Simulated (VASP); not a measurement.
Input of a VASP 6.6.1 run:

Contents of INCAR:

```
PREC = Accurate
ENCUT = 520
EDIFF = 1E-7
ISMEAR = -1
SIGMA = 0.05
LREAL = False
LASPH = True
NELM = 150
ALGO = Fast
ISIF = 2
LWAVE = False
LCHARG = True
ISPIN = 2
MAGMOM = 2
LORBIT = 11
NUPDOWN = 2.0
GGA = PS
IVDW = 12
LELF = True
LVHAR = True
NBANDS = 15
```

File KPOINTS:

```
Automatic mesh
0
Gamma
  8 8 8
```

POSCAR

```
Ba
1.0
   -2.5065000000      2.5065000000      2.5065000000
    2.5065000000     -2.5065000000      2.5065000000
    2.5065000000      2.5065000000     -2.5065000000
Ba
1
Direct
    0.0000000000      0.0000000000      0.0000000000
```

Potentials or basis: VASP PAW PBE potentials, release 64 (Ba_sv).

Command:

```bash
$ cat potpaw_PBE.64/Ba_sv/POTCAR > POTCAR
$ mpirun -np 1 vasp_std > vasp.out
```

**Question.** What does it give for the dispersion energy per atom?

**Answer.** -0.251 eV.

**Question.** Predict the pressure.

**Answer.** -1.2 GPa.

Caveat: the PAW data sets were made with another functional, which shifts forces and pressure a little; the total moment is fixed, so each spin has its own Fermi level.
